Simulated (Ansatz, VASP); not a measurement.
# AlTlS3: VASP beside Ansatz

```
CELL_PARAMETERS angstrom
4.75400 0.00000 0.00000
-2.37700 4.11709 0.00000
0.00000 0.00000 7.50183
ATOMIC_POSITIONS crystal
Al 0.66667 0.33333 0.22507
Tl 0.33333 0.66667 0.77965
S 0.00000 0.00000 0.00449
S 0.33333 0.66667 0.36494
S 0.66667 0.33333 0.62586
```

Change from the starting cell: species swapped into the Mg3BiSb type (P3m1, No. 156).

Alike in both runs: task single point; functional PBE; k mesh 6 × 6 × 2; occupations gaussian, width 0.1 eV; no spin polarisation.

|  | VASP | Ansatz |
| --- | --- | --- |
| version | VASP 6.6.1 | Ansatz 0.2.0 |
| potentials or method | VASP PAW PBE potentials, release 64 (Al, Tl_d, S), cutoff 520 eV | scalar-relativistic, plane waves, PAW |
| valence electrons in the cell | 34 | 34 |

|  | VASP | Ansatz | Ansatz less VASP |
| --- | --- | --- | --- |
| gap on the k mesh at the Fermi level (eV) | none | none | - |
| pressure (GPa) | -9.7 | -9.7 | +0.03 |
| traceless stress, the component that is largest in VASP (GPa) | 4.00 | 4.00 | +0.003 |
| rms of the force components (eV/Å) | 0.452 | 0.452 | +0.0001 |

Atom by atom the forces differ by 0.002 eV/Å (rms over components). A gap of «none» marks a metal or a gap that the smearing closes.

The k mesh is coarse, so the values compare programs but aren't converged. Neither program's run includes spin-orbit coupling.
